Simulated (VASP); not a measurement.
Here is a VASP 6.6.1 calculation.

File POSCAR:

```
NaHgF3
1.0
    4.4533746681      0.0000000000      0.0000000000
    0.0000000000      4.4533746681      0.0000000000
    0.0000000000      0.0000000000      4.4533746681
Na Hg F
1 1 3
Direct
    0.0000000000      0.0000000000      0.0000000000
    0.5000000000      0.5000000000      0.5000000000
    0.5000000000      0.5000000000      0.0000000000
    0.5000000000      0.0000000000      0.5000000000
    0.0000000000      0.5000000000      0.5000000000
```

The input INCAR.step1:

```
PREC = Accurate
ENCUT = 520
ISMEAR = 0
SIGMA = 0.01
LREAL = F
LASPH = T
NELM = 100
NBANDS = 28
GGA = PE
ALGO = Normal
EDIFF = 1E-4
LWAVE = T
LCHARG = F
```

INCAR.step2

```
PREC = Accurate
ENCUT = 520
EDIFF = 1E-6
ISMEAR = 0
SIGMA = 0.01
LREAL = F
LASPH = T
NELM = 100
ALGO = Normal
ISIF = 2
LWAVE = F
LCHARG = F
METAGGA = R2SCAN
LMIXTAU = T
NBANDS = 28
ISTART = 1
```

File KPOINTS:

```
Automatic mesh
0
Gamma
  6 6 6
```

Potentials or basis: VASP PAW PBE potentials, release 64 (Na_pv, Hg, F).

Run with:

```console
$ cat potpaw_PBE.64/Na_pv/POTCAR potpaw_PBE.64/Hg/POTCAR potpaw_PBE.64/F/POTCAR > POTCAR
$ cp INCAR.step1 INCAR
$ mpirun -np 1 vasp_std > vasp.out
$ cp INCAR.step2 INCAR
$ mpirun -np 1 vasp_std > vasp.out
```

(1) Predict the pressure.

(2) Predict the band gap on the k mesh.

Answers

(1) 2.6 GPa.

(2) 0.77 eV (least direct gap 3.94 eV).

Caveat: the PAW data sets were made with another functional, which shifts forces and pressure a little; spin-orbit coupling is left out, which moves the levels of the heavy elements.
